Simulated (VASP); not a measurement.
Runs of VASP 6.6.1 on Au. The structure is that of space group Im-3m (No. 229), or close to it. The cells are those of the table. 

```tsv
task	cell	cutoff (eV)	gap on the mesh (eV)	pressure (GPa)
single point	a = 2.782 Å, angles 109.5°, 1 atom	520	none	0.5
single point	a = 2.708 Å, angles 109.5°, 1 atom	520	none	(a)
single point	a = 2.760 Å, angles 109.5°, 1 atom	520	none	5.5
relaxation of cell and atoms	relaxed to 20 GPa from a = 2.870 Å, angles 109.5°, 1 atom	600	none	20.2
relaxation of cell and atoms	relaxed to 5 GPa from a = 2.870 Å, angles 109.5°, 1 atom	600	none	5.0
```

Alike in all rows: level LDA; potentials or basis VASP PAW LDA potentials, release 64 (Au); no spin polarisation; k mesh 12 × 12 × 12; smearing methfessel-paxton 0.05 eV.

**Question.** Estimate the missing entries.

**Answer.** (a) 20.7.

Caveats: spin-orbit coupling is left out, which moves the levels of the heavy elements; the cell is relaxed towards a set pressure, so the enthalpy falls and the energy may rise (some runs).

A k mesh can miss the band edges, and the runs leave out spin-orbit coupling on Au.

A gap of «none» marks levels without a gap at the run's occupations.
